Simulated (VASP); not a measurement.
# La2O3: single point with PBE

The system is La2O3.

```
La O
1.0
    -3.12905    5.41604    0.00015
    -6.25715    0.00055   -0.00107
    -3.12785    1.80619    5.27662
La O
4 6
Cartesian
  -3.1288 1.8052 3.0844
  -6.2573 3.6112 4.8303
  -9.3859 5.4169 2.1915
  -6.2572 3.6108 0.4455
  -7.5912 1.8057 1.3182
  -4.0265 3.3592 1.3188
  -7.1541 5.6692 1.3189
  -4.9224 5.4175 3.9579
  -8.4874 3.8641 3.9565
  -5.3595 1.5542 3.9565
```

```yaml
Program: VASP 6.6.1
Task: single point
Functional: PBE
Potentials_or_basis: VASP PAW PBE potentials, release 64 (La, O)
Cutoff: 520 eV
k_mesh: 4 × 4 × 4
Occupations: gaussian, width 0.1 eV
Spin: no spin polarisation
Dipole_correction: no
Further_INCAR_settings: ALGO = Normal; EDIFF = 1e-06; NBANDS = 51
```

```
Pressure               : -0.3 GPa
Largest force          : 0.012 eV/Å
Band gap on the k mesh : 3.83 eV (least direct gap 4.09 eV)
```

Forces on the atoms (eV/Å):
```
La   0.004  0.003  0.002
La   0.004  0.005 -0.003
La   0.000  0.001 -0.003
La  -0.001  0.000  0.003
O    0.006  0.000 -0.001
O   -0.002  0.007  0.001
O   -0.006 -0.010  0.000
O   -0.009 -0.004  0.000
O    0.000 -0.010  0.000
O    0.003  0.008  0.001
```

Levels at points of the mesh, in eV from the valence-band top:
| k point | band 38 | band 39 | band 40 | band 41 | band 42 | band 43 |
| --- | --- | --- | --- | --- | --- | --- |
| (0.00, 0.00, 0.00) | -0.39 | -0.39 | -0.26 | 3.83 | 4.55 | 4.74 |
| (0.50, 0.00, 0.00) | -0.39 | -0.21 | -0.21 | 4.24 | 4.24 | 4.64 |
| (0.00, 0.50, 0.00) | -0.39 | -0.20 | -0.20 | 4.24 | 4.24 | 4.64 |
| (0.50, 0.50, 0.00) | -0.32 | -0.08 | -0.01 | 4.23 | 4.54 | 4.68 |
| (0.00, 0.00, 0.50) | -0.68 | -0.22 | -0.22 | 4.80 | 4.80 | 4.81 |
| (0.50, 0.00, 0.50) | -0.32 | -0.08 | -0.01 | 4.24 | 4.54 | 4.68 |
| (0.00, 0.50, 0.50) | -0.32 | -0.08 | 0.00 | 4.24 | 4.55 | 4.68 |
| (0.50, 0.50, 0.50) | -0.39 | -0.21 | -0.21 | 4.24 | 4.24 | 4.64 |

Wall time 11 min on 1 thread of Intel(R) Xeon(R) Platinum 8259CL CPU @ 2.50GHz (Skylake/Cascade Lake), on a shared host, peak memory 0.48 GiB.

Caveat: spin-orbit coupling is left out, which moves the levels of the heavy elements. A k mesh can miss the band edges.
